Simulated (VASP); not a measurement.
Write the native input for VASP 6.6.1 that does the following.

```yaml
Task: single point
Functional: PBEsol
Potentials_or_basis: VASP PAW PBE potentials, release 64 (Zr_sv, S)
Cutoff: 520 eV
k_mesh: 14 × 14 × 14
Occupations: gaussian, width 0.1 eV
Spin: no spin polarisation
Dipole_correction: no
Further_INCAR_settings: ALGO = Normal; EDIFF = 1e-06; NBANDS = 16
```

The structure of ZrS lies in POSCAR:

```
ZrS
1.0
    0.0000000000      2.4753197050      2.4753197050
    2.4753197050      0.0000000000      2.4753197050
    2.4753197050      2.4753197050      0.0000000000
Zr S
1 1
Direct
    0.0000000000      0.0000000000      0.0000000000
    0.5000000000      0.5000000000      0.5000000000
```

This cell differs from its parent crystal: volume scaled by 0.88.

One way to write it, as run:

INCAR

```
ALGO = Normal ; EDIFF = 1E-6
ENCUT = 520 ; GGA = PS
ISIF = 2 ; ISMEAR = 0
LASPH = True ; LCHARG = False
LREAL = False ; LWAVE = False
NBANDS = 16 ; NELM = 100
PREC = Accurate ; SIGMA = 0.1
```

KPOINTS

```
k-points
0
Gamma
  14 14 14
```

Potentials or basis: VASP PAW PBE potentials, release 64 (Zr_sv, S).

Command:

```console
$ cat potpaw_PBE.64/Zr_sv/POTCAR potpaw_PBE.64/S/POTCAR > POTCAR
$ mpirun -np 1 vasp_std > vasp.out
```

Results of the run:

The pressure is 25.4 GPa and the band gap on the k mesh is zero (band 9 reaches 14.84 eV, above the bottom of band 10 at 11.12 eV).

Caveat: the PAW data sets were made with another functional, which shifts forces and pressure a little.

Run time: 22 s on 1 thread of Intel(R) Xeon(R) Platinum 8559C (Emerald Rapids), with other jobs on the host, peak memory 0.19 GiB.
